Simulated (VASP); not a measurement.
# WC (P-6m2) in VASP: vibrations by perturbation theory with LDA

Aim: the vibrations by perturbation theory of WC with LDA.

All numbers are computed with VASP 6.6.1; they aren't measurements. Logs are shortened: lines on timing, memory, paths and dates and some standing lists are left out, and cuts for length are marked.

### 1 The cell of the first run

It takes space group P-6m2 (No. 187, hexagonal). Conventional cell: a = 2.884 Å, b = 2.884 Å, c = 2.812 Å, α = 90.00°, β = 90.00°, γ = 120.00°. Within 2.9 Å of W (site symmetry -6m2) lie 6 C at 2.18 Å and 8 W at 2.81 to 2.88 Å. C (site symmetry -6m2) has 6 W at 2.18 Å and 8 C at 2.81 to 2.88 Å within 2.9 Å.

### 2 Vibrations by perturbation theory, LDA

The input, INCAR:

```
  PREC = Accurate
  ENCUT = 520
  EDIFF = 1E-8
  ISMEAR = 0
  SIGMA = 0.1
  LREAL = False
  LASPH = True
  NELM = 100
  ALGO = Normal
  ISIF = 2
  LWAVE = False
  LCHARG = False
  GGA = CA
  IBRION = 8
  NSW = 1
```

The input, KPOINTS:

```
regular mesh
0
Gamma
  15 15 15
```

The input, POSCAR:

```
WC
1.0
    2.8839060085      0.0000000000      0.0000000000
   -1.4419530042      2.4975358655      0.0000000000
    0.0000000000      0.0000000000      2.8116768819
W C
1 1
Direct
    0.0000000000      0.0000000000      0.0000000000
    0.3333333333      0.6666666667      0.5000000000
```

Potentials or basis: VASP PAW LDA potentials, release 64 (W_sv, C).

Started as:

```sh
> cat potpaw_LDA.64/W_sv/POTCAR potpaw_LDA.64/C/POTCAR > POTCAR
> mpirun -np 1 vasp_std > vasp.out
```

OUTCAR:

```text
PREC = Accurate
   ENCUT = 520
   EDIFF = 1E-8
   ISMEAR = 0
   LREAL = False
   LASPH = True
   NELM = 100
   ISIF = 2
   GGA = CA
   IBRION = 8
   NSW = 1

 ion  position               nearest neighbor table
   1  0.000  0.000  0.000-   2 2.18   2 2.18   2 2.18   2 2.18   2 2.18   2 2.18
   2  0.333  0.667  0.500-   1 2.18   1 2.18   1 2.18   1 2.18   1 2.18   1 2.18

  LATTYP: Found a hexagonal cell.
 ALAT       =     2.8839060085
 C/A-ratio  =     0.9749544103

  Lattice vectors:

 A1 = (   2.8839060085,   0.0000000000,   0.0000000000)
 A2 = (  -1.4419530042,   2.4975358655,   0.0000000000)
 A3 = (   0.0000000000,   0.0000000000,   2.8116768819)

Analysis of symmetry for initial positions (statically):
=====================================================================
 Subroutine PRICEL returns:
 Original cell was already a primitive cell.

 Routine SETGRP: Setting up the symmetry group for a
 hexagonal supercell.

 Subroutine GETGRP returns: Found 12 space group operations
 (whereof 12 operations were pure point group operations)
 out of a pool of 24 trial point group operations.

The static configuration has the point symmetry D_3h.

Analysis of symmetry for dynamics (positions and initial velocities):
=====================================================================
 Subroutine PRICEL returns:
 Original cell was already a primitive cell.

 Routine SETGRP: Setting up the symmetry group for a
 hexagonal supercell.

 Subroutine GETGRP returns: Found 12 space group operations
 (whereof 12 operations were pure point group operations)
 out of a pool of 24 trial point group operations.

The dynamic configuration has the point symmetry D_3h.

 Subroutine INISYM returns: Found 12 space group operations
 (whereof 12 operations are pure point group operations),
 and found     1 'primitive' translations

----------------------------------------------------------------------------------------

                                     Primitive cell

  volume of cell :      20.2515

  direct lattice vectors                    reciprocal lattice vectors
     2.883906008  0.000000000  0.000000000     0.346751939  0.200197325  0.000000000
    -1.441953004  2.497535866  0.000000000     0.000000000  0.400394651  0.000000000
     0.000000000  0.000000000  2.811676882     0.000000000  0.000000000  0.355659644

  length of vectors
     2.883906008  2.883906008  2.811676882     0.400394651  0.400394651  0.355659644

  position of ions in fractional coordinates (direct lattice)
     0.000000000  0.000000000  0.000000000
     0.333333333  0.666666667  0.500000000

  ion indices of the primitive-cell ions
   primitive index   ion index
                 1           1
                 2           2

----------------------------------------------------------------------------------------

 KPOINTS: regular mesh

Automatic generation of k-mesh.
 Grid dimensions read from file:
 generate k-points for:   15   15   15

 Generating k-lattice:

  Cartesian coordinates                     Fractional coordinates (reciprocal lattice)
     0.023116796  0.013346488  0.000000000     0.066666667  0.000000000  0.000000000
     0.000000000  0.026692977  0.000000000     0.000000000  0.066666667  0.000000000
     0.000000000  0.000000000  0.023710643     0.000000000  0.000000000  0.066666667

  Length of vectors
     0.026692977  0.026692977  0.023710643

  Shift w.r.t. Gamma in fractional coordinates (k-lattice)
     0.000000000  0.000000000  0.000000000

 Subroutine IBZKPT returns following result:
 ===========================================

 Found    216 irreducible k-points:

 Following reciprocal coordinates:
            Coordinates               Weight
  0.000000  0.000000  0.000000      1.000000
  0.066667 -0.000000  0.000000      6.000000
  0.133333 -0.000000  0.000000      6.000000
  0.200000  0.000000  0.000000      6.000000
  0.266667 -0.000000  0.000000      6.000000
  0.333333  0.000000  0.000000      6.000000
[... 16 lines left out ...]
  0.333333  0.200000  0.000000     12.000000
  0.400000  0.200000  0.000000      6.000000
 [... further k-points ...]
   k-points           NKPTS =    216   k-points in BZ     NKDIM =    216   number of bands    NBANDS=     13
   number of dos      NEDOS =    301   number of ions     NIONS =      2
   total plane-waves  NPLWV =  13824
   dimension x,y,z NGX =    24 NGY =   24 NGZ =   24
   dimension x,y,z NGXF=    48 NGYF=   48 NGZF=   48
   ions per type =               1   1
   NGX,Y,Z   is equivalent  to a cutoff of  13.84, 13.84, 14.19 a.u.
   NGXF,Y,Z  is equivalent  to a cutoff of  27.67, 27.67, 28.38 a.u.
 SYSTEM =  unknown system
   PREC   = accura    normal or accurate (medium, high low for compatibility)
   ISTART =      0    job   : 0-new  1-cont  2-samecut
   ICHARG =      2    charge: 1-file 2-atom 10-const
   ISPIN  =      1    spin polarized calculation?
   LNONCOLLINEAR =      F non collinear calculations
   LSORBIT =      F    spin-orbit coupling
   LASPH  =      T    aspherical Exc in radial PAW
   ENCUT  =  520.0 eV  38.22 Ry    6.18 a.u.   5.36  5.36  5.23*2*pi/ulx,y,z
   NELM   =    100;   NELMIN=  2; NELMDL= -5     # of ELM steps
   EDIFF  = 0.1E-07   stopping-criterion for ELM
   LREAL  =      F    real-space projection
   EDIFFG = 0.1E-06   stopping-criterion for IOM
   NSW    =      1    number of steps for IOM
   IBRION =      8    ionic relax: 0-MD 1-quasi-New 2-CG
   NFREE  =      0    steps in history (QN), initial steepest desc. (CG)
   ISIF   =      2    stress and relaxation
   ISYM   =      2    0-nonsym 1-usesym 2-fastsym
   POTIM  = 0.5000    time-step for ionic-motion
   TEBEG  =    0.0;   TEEND  =   0.0 temperature during run
   PSTRESS=    0.0 pullay stress
   NELECT =      18.0000    total number of electrons
   NUPDOWN=      -1.0000    fix difference up-down
   EMIN   =  10.00;   EMAX   =-10.00  energy-range for DOS
   EFERMI =   0.00;   METHOD = LEGACY
   ISMEAR =     0;   SIGMA  =   0.10  broadening in eV -4-tet -1-fermi 0-gaus
   EFERMI_NEDOS =   21; number of points for ismear=-14 and -15
   IALGO  =     38    algorithm
   IMIX   =      4    mixing-type and parameters
     AMIX     =   0.40;   BMIX     =  1.00
     AMIX_MAG =   1.60;   BMIX_MAG =  1.00
  volume/ion in A,a.u.               =      10.13        68.33
  Fermi-wavevector in a.u.,A,eV,Ry     =   1.574030  2.974485 33.709379  2.477569
  Thomas-Fermi vector in A             =   2.675225
   LORBIT       =      0    0 simple, 1 ext, 2 COOP (PROOUT), +10 PAW based schemes
   GGA     = CA    functional components
   LHFCALC =     F    Hartree Fock is set to
   AEXX    =    0.0000 exact exchange contribution
   IVDW    =     0    specifies the selected vdW correction
   LEPSILON=     F    determine dielectric tensor
   LRPA    =     F    only Hartree local field effects (RPA)
 non-spin polarized calculation
 Gauss-broadening in eV      SIGMA  =   0.10
  energy-cutoff  :      520.00
  volume of cell :       20.25
 maximum number of plane-waves:       569
 NGX is ok and might be reduce to    24
   NGX = 11   NGY = 11   NGZ = 11

--------------------------------------- Ionic step        1  -------------------------------------------

 number of electron      18.0000000 magnetization

 Free energy of the ion-electron system (eV)
  ---------------------------------------------------
  ext. energy  EPLUGINS =         0.00000000
  ---------------------------------------------------
  free energy    TOTEN  =       -24.70032166 eV

  energy without entropy =      -24.69909522  energy(sigma->0) =      -24.69970844

 E-fermi :  11.3013     XC(G=0): -14.1121

 val. band max:       11.2990087991   @ k =   0.1333  -0.0000   0.4667
 cond. band min:      11.3094803710   @ k =   0.1333  -0.0000   0.4000
 fundamental gap:      0.0104715719
 Fermi energy:        11.3012673985

 k-point     1 :       0.0000    0.0000    0.0000
  band No.  band energies     occupation
      1     -62.1450      2.00000
      2     -26.3857      2.00000
      3     -26.2759      2.00000
      4     -26.2759      2.00000
      5      -3.1207      2.00000
      6       6.8809      2.00000
      7       7.8953      2.00000
      8       7.8953      2.00000
      9      11.4780      0.01245
     10      14.6427      0.00000
     11      14.6427      0.00000
     12      17.0872      0.00000
     13      17.0872      0.00000
[... 354 lines left out ...]
  band No.  band energies     occupation
      1     -62.0724      2.00000
      2     -27.0733      2.00000
      3     -26.6874      2.00000
      4     -26.2513      2.00000
      5       0.8339      2.00000
      6       4.4865      2.00000
      7       7.2143      2.00000
      8       7.7450      2.00000
      9      11.3635      0.37915
     10      12.4182      0.00000
     11      14.2904      0.00000
     12      15.5111      0.00000
     13      20.0472      0.00000

 [... further k-points ...]
[... 5 lines left out ...]
  --------------------------------------------------------------------------------------
  -------------------------------------------------------------------------------------
  Total        0.3230328      0.3230328      0.3918958      0.0000000      0.0000000      0.0000000
  in kB       25.5563572     25.5563572     31.0043707      0.0000000      0.0000000      0.0000000
  external PRESSURE =      27.3723617 kB  Pullay stress =       0.0000000 kB

 VOLUME and BASIS-vectors are now :
 -----------------------------------------------------------------------------
  energy-cutoff  :      520.00
  volume of cell :       20.25
      direct lattice vectors                 reciprocal lattice vectors
     2.883906008  0.000000000  0.000000000     0.346751939  0.200197325  0.000000000
    -1.441953004  2.497535866  0.000000000     0.000000000  0.400394651  0.000000000
     0.000000000  0.000000000  2.811676882     0.000000000  0.000000000  0.355659644

 POSITION                                       TOTAL-FORCE (eV/Angst)
 -----------------------------------------------------------------------------------
      0.00000      0.00000      0.00000         0.000000      0.000000      0.000000
     -0.00000      1.66502      1.40584        -0.000000      0.000000      0.000000
 -----------------------------------------------------------------------------------
    total drift:                               -0.000000      0.000000     -0.000000

  FREE ENERGIE OF THE ION-ELECTRON SYSTEM (eV)
  ---------------------------------------------------
  free  energy   TOTEN  =       -24.7003216600 eV

  energy  without entropy=      -24.6990952213  energy(sigma->0) =      -24.69970844

[... ionic steps 2 to 3 ...]

--------------------------------------- Ionic step        4  -------------------------------------------

------------------------ aborting loop because EDIFF is reached ----------------------------------------
[... 11 lines left out ...]
[... ionic steps 8 to 8 ...]

--------------------------------------- Ionic step        9  -------------------------------------------

 Free energy of the ion-electron system (eV)
  ---------------------------------------------------
  ---------------------------------------------------
  free energy    TOTEN  =        -0.12153766 eV

  energy without entropy =       -0.12153766

------------------------ aborting loop because EDIFF is reached ----------------------------------------

 INTERNAL STRAIN TENSOR  FOR ION    2  DIRECTION 3   (eV/Angst):
 -----------------------------------------------------------------------------
     0.01731  0.00000 -0.00000
     0.00000  0.01731  0.00000
     0.00000  0.00000 -0.02623

 INTERNAL STRAIN TENSOR FOR ION    2 for displacements in x,y,z  (eV/Angst):
          X           Y           Z          XY          YZ          ZX
  --------------------------------------------------------------------------------
  x     0.00000    -0.00000    -0.00000     5.40296     0.00000     0.00000
  y     5.40296    -5.40296     0.00000    -0.00000     0.00000     0.00000
  z     0.00000     0.00000     0.00000     0.00000     0.00000     0.00000

 SECOND DERIVATIVES (NOT SYMMETRIZED)
 ------------------------------------
               1X          1Y          1Z          2X          2Y          2Z
  1X   -17.073190   -0.000000    0.000000   17.073190    0.000000    0.000000
  1Y    -0.000000  -17.073190    0.000000    0.000000   17.073190    0.000000
  1Z     0.000000    0.000000  -15.243379    0.000000    0.000000   15.243379
  2X    17.077317    0.000000    0.000000  -17.077317   -0.000000    0.000000
  2Y     0.000000   17.077317    0.000000   -0.000000  -17.077317    0.000000
  2Z     0.000000   -0.000000   15.234657   -0.000000    0.000000  -15.234657

 Eigenvectors and eigenvalues of the dynamical matrix
 ----------------------------------------------------

   1 f  =   19.240215 THz   120.889834 2PiTHz  641.784477 cm-1    79.571098 meV
             X         Y         Z           dx          dy          dz
      0.000000  0.000000  0.000000     0.152528    0.195052    0.000000
     -0.000000  1.665024  1.405838    -0.596822   -0.763213    0.000000
[... 21 lines left out ...]
   6 f/i=    0.001248 THz     0.007842 2PiTHz    0.041631 cm-1     0.005162 meV
             X         Y         Z           dx          dy          dz
      0.000000  0.000000  0.000000     0.000000   -0.000000   -0.968836
     -0.000000  1.665024  1.405838     0.000000   -0.000000   -0.247704

--------------------------------------------------------------------------------------------------------

 ELASTIC MODULI CONTR FROM IONIC RELAXATION (kBar)
 Direction    XX          YY          ZZ          XY          YZ          ZX
 --------------------------------------------------------------------------------
 XX        -108.3140    108.3140      0.0000     -0.0000      0.0000      0.0000
 YY         108.3140   -108.3140     -0.0000     -0.0000     -0.0000     -0.0000
 ZZ           0.0000     -0.0000     -0.0000      0.0000      0.0000      0.0000
 XY          -0.0000     -0.0000      0.0000   -108.3140     -0.0000     -0.0000
 YZ           0.0000     -0.0000      0.0000     -0.0000     -0.0000     -0.0000
 ZX           0.0000     -0.0000      0.0000     -0.0000     -0.0000     -0.0000
 --------------------------------------------------------------------------------
```

It took 7.4 min on 1 thread of Intel Xeon 6975P-C, shared host; peak memory 0.59 GiB.

What came out:

| Quantity | Value |
| --- | --- |
| Highest phonon frequency at Γ, LO-TO splitting left out | 642 cm⁻¹ |

Phonon frequencies in cm⁻¹ (negative: imaginary):
| q point | frequencies |
| --- | --- |
| (0.000, 0.000, 0.000) | 0 0 0 606 642 642 |

Caveat: the cell wasn't relaxed at this level first, which shifts response properties; spin-orbit coupling is left out, which moves the levels of the heavy elements.
